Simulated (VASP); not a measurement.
Wanted: the native input for a VASP 6.6.1 run.

```yaml
Task: single point
Functional: PBE
Potentials_or_basis: VASP PAW PBE potentials, release 64 (Al, Tl_d)
Cutoff: 520 eV
k_mesh: 6 × 6 × 8
Occupations: gaussian, width 0.1 eV
Spin: no spin polarisation
Dipole_correction: no
Further_INCAR_settings: ALGO = Fast; EDIFF = 1e-07; NBANDS = 52
```

The structure of AlTl3 lies in POSCAR:

```
AlTl3
1.0
    7.0521875293      0.0000000000      0.0000000000
   -3.5260937646      6.1073735527      0.0000000000
    0.0000000000      0.0000000000      5.2881395643
Al Tl
2 6
Direct
    0.3333333333      0.6666666667      0.2500000000
    0.6666666667      0.3333333333      0.7500000000
    0.8272982449      0.6545964899      0.2500000000
    0.1727017551      0.8272982449      0.7500000000
    0.3454035101      0.1727017551      0.2500000000
    0.1727017551      0.3454035101      0.7500000000
    0.8272982449      0.1727017551      0.2500000000
    0.6545964899      0.8272982449      0.7500000000
```

The input as run:

INCAR

```
SYSTEM = AlTl3
ALGO     = Fast           ! electronic algorithm
EDIFF    = 1E-7           ! SCF threshold, eV
ENCUT    = 520            ! plane-wave cutoff, eV
GGA      = PE             ! functional
ISIF     = 2              ! what is computed and relaxed
ISMEAR   = 0              ! smearing method
LASPH    = .TRUE.         ! aspherical terms in the spheres
LCHARG   = .FALSE.        ! write CHGCAR
LREAL    = .FALSE.        ! projectors in reciprocal space
LWAVE    = .FALSE.        ! write WAVECAR
NBANDS   = 52             ! bands
NELM     = 80             ! most SCF steps
PREC     = Accurate       ! precision mode
SIGMA    = 0.1            ! smearing width, eV
```

KPOINTS

```
k-points
0
G
  6 6 8
  0 0 0
```

Potentials or basis: VASP PAW PBE potentials, release 64 (Al, Tl_d).

Run with:

```console
$ cat potpaw_PBE.64/Al/POTCAR potpaw_PBE.64/Tl_d/POTCAR > POTCAR
$ mpirun -np 1 vasp_std > vasp.out
```

Results of the run:

```
Pressure               : 0.0 GPa
Band gap on the k mesh : zero (bands 42 and 43 overlap by 2.77 eV)
```

Caveat: spin-orbit coupling is left out, which moves the levels of the heavy elements.

Wall time 12 min on 1 thread of AMD EPYC 7R13, with other jobs on the host, peak memory 0.49 GiB.
